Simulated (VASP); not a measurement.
Write the native input for VASP 6.6.1 that does the following.

| Quantity | Value |
| --- | --- |
| Task | single point |
| Functional | PBEsol |
| Potentials or basis | VASP PAW PBE potentials, release 64 (Se, Ga_d) |
| Cutoff | 520 eV |
| k mesh | 4 × 4 × 4 |
| Occupations | fermi-dirac, width 0.03 eV |
| Spin | no spin polarisation |
| Dipole correction | no |
| Further INCAR settings | ALGO = Normal; EDIFF = 1e-06; NBANDS = 30 |

The structure of Ga3Se lies in POSCAR:

```
Ga3Se
1.0
    4.4324650000      0.0000000000      0.0000000000
    0.0000000000      4.4324650000      0.0000000000
    0.0000000000      0.0000000000      4.4324650000
Se Ga
1 3
Direct
    0.0000000000      0.0000000000      0.0000000000
    0.5000000000      0.5000000000      0.0000000000
    0.5000000000      0.0000000000      0.5000000000
    0.0000000000      0.5000000000      0.5000000000
```

One way to write it, as run:

INCAR

```
SYSTEM = Ga3Se
PREC = Accurate
ENCUT = 520
EDIFF = 1E-6
ISMEAR = -1
SIGMA = 0.03
LREAL = .FALSE.
LASPH = .TRUE.
NELM = 60
ALGO = Normal
ISIF = 2
LWAVE = .FALSE.
LCHARG = .FALSE.
GGA = PS
NBANDS = 30
```

KPOINTS

```
Automatic mesh
0
G
  4 4 4
  0 0 0
```

Potentials or basis: VASP PAW PBE potentials, release 64 (Se, Ga_d).

Run with:

```console
$ cat potpaw_PBE.64/Se/POTCAR potpaw_PBE.64/Ga_d/POTCAR > POTCAR
$ mpirun -np 1 vasp_std > vasp.out
```

It gave:

| Item | Value |
| --- | --- |
| Pressure | -3.1 GPa |
| Band gap on the k mesh | zero (an odd number of electrons rules out a gap without spin polarisation) |

Caveat: the cell stands under tension; the PAW data sets were made with another functional, which shifts forces and pressure a little.

Run time: 11 s on 1 thread of Intel(R) Xeon(R) 6975P-C (Granite Rapids) (shared host), peak memory 0.2 GiB.
